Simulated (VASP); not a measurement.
A run of VASP 6.6.1:

INCAR

```
ALGO = Normal ; EDIFF = 1E-7
EDIFFG = -0.02 ; ENCUT = 520
GGA = PE ; IBRION = 2
ISIF = 2 ; ISMEAR = -1
KPAR = 4 ; LASPH = True
LCHARG = False ; LREAL = False
LWAVE = False ; NELM = 100
NSW = 80 ; PREC = Accurate
SIGMA = 0.05
```

File KPOINTS:

```
k-points
0
Gamma
  14 14 9
```

Contents of POSCAR:

```
PtSe2
1.0
    3.7278000000      0.0000000000      0.0000000000
   -1.8639000000      3.2283695002      0.0000000000
    0.0000000000      0.0000000000      5.1319260000
Pt Se
1 2
Direct
    0.0000000000      0.0000000000      0.0000000000
    0.3333333333      0.6666666667      0.2602149854
    0.6666666667      0.3333333333      0.7397850146
```

Potentials or basis: VASP PAW PBE potentials, release 64 (Pt, Se).

Run with:

```sh
$ cat potpaw_PBE.64/Pt/POTCAR potpaw_PBE.64/Se/POTCAR > POTCAR
$ mpirun -np 4 vasp_std > vasp.out
```

Hardware: 4 MPI ranks on AMD EPYC 7R43 64-Core Processor (Zen 3) (shared host).

Estimate the wall time of this run.

Wall time 2.9 min on 4 MPI ranks on AMD EPYC 7R43 64-Core Processor (Zen 3), with other jobs on the host, peak memory 0.28 GiB a rank. Counts: scf iterations 27, k points 184, ion steps 3.
